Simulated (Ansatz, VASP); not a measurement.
**Two plane-wave programs on HfC**

Contents of INCAR:

```
ALGO     = Normal         # electronic algorithm
EDIFF    = 1E-6           # SCF threshold, eV
ENCUT    = 600            # plane-wave cutoff, eV
GGA      = PE             # functional
GGA_COMPAT= F            
ISIF     = 2              # what is computed and relaxed
ISMEAR   = -1             # smearing method
LASPH    = T              # aspherical terms in the spheres
LCHARG   = F              # write CHGCAR
LREAL    = F              # projectors in reciprocal space
LWAVE    = F              # write WAVECAR
NBANDS   = 14             # bands
NELM     = 120            # most SCF steps
PREC     = Accurate       # precision mode
SIGMA    = 0.1            # smearing width, eV
```

KPOINTS

```
k-points
0
Gamma
  17 17 17
```

Contents of POSCAR:

```
HfC
1.0
    0.0000000000      2.1407431628      2.1407431628
    2.1407431628      0.0000000000      2.1407431628
    2.1407431628      2.1407431628      0.0000000000
Hf C
1 1
Direct
    0.0000000000      0.0000000000      0.0000000000
    0.5000000000      0.5000000000      0.5000000000
```

Input for Ansatz:

```yaml
crystal:
  lattice:
    - [0.0, 2.1407431628, 2.1407431628]
    - [2.1407431628, 0.0, 2.1407431628]
    - [2.1407431628, 2.1407431628, 0.0]
  atoms:
    - { symbol: Hf, position: [0.0, 0.0, 0.0] }
    - { symbol: C, position: [0.5, 0.5, 0.5] }
kpoints:
  mp_grid: { grid: [17, 17, 17] }
scf:
  occupations: { method: fermi_dirac, width: 0.1 }
hamiltonian:
  xc: pbe
  pseudopotentials: { kind: paw }
output:
  forces: true
  stress: true
  eigenvalues: true
```

Change from the starting cell: volume scaled by 0.78, to set the pressure.

Alike in both runs: task single point; functional PBE; k mesh 17 × 17 × 17; occupations fermi-dirac, width 0.1 eV; no spin polarisation.

```csv
,VASP,Ansatz
version,VASP 6.6.1,Ansatz 0.2.0
potentials or method,"VASP PAW PBE potentials, release 64 (Hf_pv, C)","PAW with Ansatz's default frozen-core files, scalar-relativistic"
plane-wave cutoff (eV),600,420
valence electrons in the cell,14,30
```

|  | VASP | Ansatz | Ansatz less VASP |
| --- | --- | --- | --- |
| pressure (GPa) | 96.0 | 94.4 | -1.62 |

Both programs put the cell under a high pressure, so it lies far from rest at this level. VASP's potentials hold 14 valence electrons a cell and Ansatz's 30, so a difference there can come from the potentials and not from the codes.

Neither program's run includes spin-orbit coupling. Noted on VASP's run: the cell as given lies far from equilibrium.
